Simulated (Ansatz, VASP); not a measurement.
One calculation of Nb, two programs

Contents of INCAR:

```
PREC = Accurate
ENCUT = 520
EDIFF = 1E-7
ISMEAR = 1
SIGMA = 0.01
LREAL = F
LASPH = T
NELM = 150
ALGO = Normal
ISIF = 2
LWAVE = F
LCHARG = T
MAGMOM = 0 0 0
LORBIT = 11
LSORBIT = T
GGA_COMPAT = F
LORBMOM = T
LMAXMIX = 4
GGA = PE
IVDW = 12
LVHAR = T
NBANDS = 24
```

File KPOINTS:

```
Automatic mesh
0
Gamma
  8 8 8
```

The input POSCAR:

```
Nb
1.0
    0.0000000000      2.1008049414      2.1008049414
    2.1008049414      0.0000000000      2.1008049414
    2.1008049414      2.1008049414      0.0000000000
Nb
1
Direct
    0.0000000000      0.0000000000      0.0000000000
```

The input input.yaml:

```yaml
crystal:
  lattice:
    - [0.0, 2.1008049414, 2.1008049414]
    - [2.1008049414, 0.0, 2.1008049414]
    - [2.1008049414, 2.1008049414, 0.0]
  atoms:
    - { symbol: Nb, position: [0.0, 0.0, 0.0] }
kpoints:
  mp_grid: { grid: [8, 8, 8] }
scf:
  occupations: { method: cold, width: 0.01 }
hamiltonian:
  xc: pbe
  dispersion: d3bj
  pseudopotentials: { kind: all_electron, lapw: { basis_error: 0.001 } }
magnetization:
  noncollinear: true
  spin_orbit: true
output:
  forces: true
  stress: true
  eigenvalues: true
```

Change from the starting cell: volume scaled by 0.98.

Alike in both runs: task single point; functional PBE; dispersion D3(BJ); k mesh 8 × 8 × 8; non-collinear spin, spin-orbit coupling.

|  | VASP | Ansatz |
| --- | --- | --- |
| version | VASP 6.6.1 | Ansatz 0.2.0 |
| potentials or method | VASP PAW PBE potentials, release 64 (Nb_sv), cutoff 520 eV | all-electron LAPW, relativistic spinors |
| occupations | methfessel-paxton of order 1, width 0.01 eV | cold, width 0.01 eV |

|  | VASP | Ansatz | Ansatz less VASP |
| --- | --- | --- | --- |
| pressure (GPa) | -4.7 | -4.3 | +0.35 |
| net moment per atom (μB) | 0.00 | 0.00 | 0.000 |

Ansatz ran all-electron here, and VASP with PAW potentials.

Noted on Ansatz's run: the k mesh is thin for a metal, which can move the energy by tens of meV per atom.
